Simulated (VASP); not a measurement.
Here is a VASP 6.6.1 calculation.

File INCAR:

```
ALGO     = Normal         # electronic algorithm
EDIFF    = 1E-7           # SCF threshold, eV
ENCUT    = 520            # plane-wave cutoff, eV
GGA      = PE             # functional
ISIF     = 2              # what is computed and relaxed
ISMEAR   = 0              # smearing method
ISPIN    = 2              # spin polarisation
LASPH    = True           # aspherical terms in the spheres
LCHARG   = False          # write CHGCAR
LMAXMIX  = 4              # l up to which the mixer works
LORBIT   = 11             # projections on sites
LREAL    = False          # projectors in reciprocal space
LWAVE    = False          # write WAVECAR
MAGMOM   = 1.98 -0.11 -0.11 0 # initial moments
NBANDS   = 29             # bands
NELM     = 150            # most SCF steps
PREC     = Accurate       # precision mode
SIGMA    = 0.1            # smearing width, eV
```

File KPOINTS:

```
k-points
0
Gamma
  4 4 4
```

The input POSCAR:

```
NbBr3
1.0
    0.0000000000      3.5644105060      3.5644105060
    3.5644105060      0.0000000000      3.5644105060
    3.5644105060      3.5644105060      0.0000000000
Nb Br
1 3
Direct
    0.5000000000      0.5000000000      0.5000000000
    0.2500000000      0.2500000000      0.2500000000
    0.7500000000      0.7500000000      0.7500000000
    0.0000000000      0.0000000000      0.0000000000
```

Potentials or basis: VASP PAW PBE potentials, release 64 (Nb_sv, Br).

Launch:

```console
$ cat potpaw_PBE.64/Nb_sv/POTCAR potpaw_PBE.64/Br/POTCAR > POTCAR
$ mpirun -np 1 vasp_std > vasp.out
```

Predict the site moments.

Nb +1.70; Br -0.10, -0.01 μB.

Estimate the net moment.

2.00 μB per cell.

Caveat: the k points lie up to 0.38 Å⁻¹ apart.
